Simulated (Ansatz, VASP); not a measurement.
**Be2ZnO3 in VASP and in Ansatz**

File INCAR:

```
SYSTEM = Be2ZnO3
PREC = Accurate
ENCUT = 600
EDIFF = 1E-6
ISMEAR = 0
SIGMA = 0.02
LREAL = .FALSE.
LASPH = .TRUE.
NELM = 100
ALGO = Normal
ISIF = 3
LWAVE = .FALSE.
LCHARG = .FALSE.
GGA = PE
IBRION = 2
NSW = 100
EDIFFG = -0.01
```

Contents of KPOINTS:

```
regular mesh
0
G
  6 6 8
  0 0 0
```

File POSCAR:

```
Be2ZnO3
1.0
    5.7739914336      0.0000000000      0.0000000000
   -2.8869957168      5.0004232628      0.0000000000
    0.0000000000      0.0000000000      3.1556689045
Be Zn O
2 1 3
Direct
    0.3333333333      0.6666666667      0.0000000000
    0.6666666667      0.3333333333      0.0000000000
    0.0000000000      0.0000000000      0.5000000000
    0.3333333333      0.6666666667      0.5000000000
    0.6666666667      0.3333333333      0.5000000000
    0.0000000000      0.0000000000      0.0000000000
```

Input for Ansatz:

```yaml
crystal:
  lattice:
    - [5.7739914336, 0.0, 0.0]
    - [-2.8869957168, 5.0004232628, 0.0]
    - [0.0, 0.0, 3.1556689045]
  atoms:
    - { symbol: Be, position: [0.3333333333, 0.6666666667, 0.0] }
    - { symbol: Be, position: [0.6666666667, 0.3333333333, 0.0] }
    - { symbol: Zn, position: [0.0, 0.0, 0.5] }
    - { symbol: O, position: [0.3333333333, 0.6666666667, 0.5] }
    - { symbol: O, position: [0.6666666667, 0.3333333333, 0.5] }
    - { symbol: O, position: [0.0, 0.0, 0.0] }
basis:
  ecutwfc: 420
kpoints:
  mp_grid: { grid: [6, 6, 8] }
hamiltonian:
  xc: pbe
scf:
  occupations: { method: gaussian, width: 0.02 }
output:
  forces: true
  stress: true
  eigenvalues: true
  write_density: true
  write_potential: true
  elf: true
  volumetric_format: npy
relax:
  adjacent_minimum: "off"
  f_tol: 0.01
  max_steps: 80
  cell: { stress_tol: 0.05 }
```

Alike in both runs: task relaxation of cell and atoms; functional PBE; k mesh 6 × 6 × 8; occupations gaussian, width 0.02 eV; no spin polarisation.

|  | VASP | Ansatz |
| --- | --- | --- |
| version | VASP 6.6.1 | Ansatz 0.2.0 |
| potentials or method | VASP PAW PBE potentials, release 64 (Be, Zn, O), cutoff 600 eV | scalar-relativistic, plane waves, PAW |
| valence electrons in the cell | 34 | 34 |

|  | VASP | Ansatz | Ansatz less VASP |
| --- | --- | --- | --- |
| gap on the k mesh at the Fermi level, each at its own relaxed structure (eV) | 1.99 | 1.98 | -0.007 |
| relaxed volume (Å³/atom) | 15.21 | 15.68 | +0.471 |
| relaxed cell length with the largest relative difference (Å) | 5.774 | 5.871 | +0.0971 |
